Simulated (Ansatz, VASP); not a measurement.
# One calculation of Au, two programs

```xyz
2
Lattice="2.0789 2.0789 0.0000 -2.0789 2.0789 0.0000 0.0000 0.0000 4.0747" Properties=species:S:1:pos:R:3 pbc="T T T"
Au    0.0000    0.0000    0.0000
Au    0.0000    2.0789    2.0374
```

Change from the starting cell: strain along c alone, the other axes held, atoms relaxed: -2.0 %.

Alike in both runs: task single point; functional PBE; k mesh 18 × 18 × 12; occupations gaussian, width 0.1 eV; no spin polarisation.

|  | VASP | Ansatz |
| --- | --- | --- |
| version | VASP 6.6.1 | Ansatz 0.2.0 |
| potentials or method | VASP PAW PBE potentials, release 64 (Au), cutoff 520 eV | scalar-relativistic, plane waves, PAW |
| valence electrons in the cell | 22 | 38 |

```csv
,VASP,Ansatz,Ansatz less VASP
gap on the k mesh at the Fermi level (eV),none,none,-
pressure (GPa),2.8,3.0,+0.19
"traceless stress, the component that is largest in VASP (GPa)",0.09,0.08,-0.007
```

A gap of «none» marks a metal or a gap that the smearing closes. VASP's potentials hold 22 valence electrons a cell and Ansatz's 38, so a difference there can come from the potentials and not from the codes.

Spin-orbit coupling is off throughout.
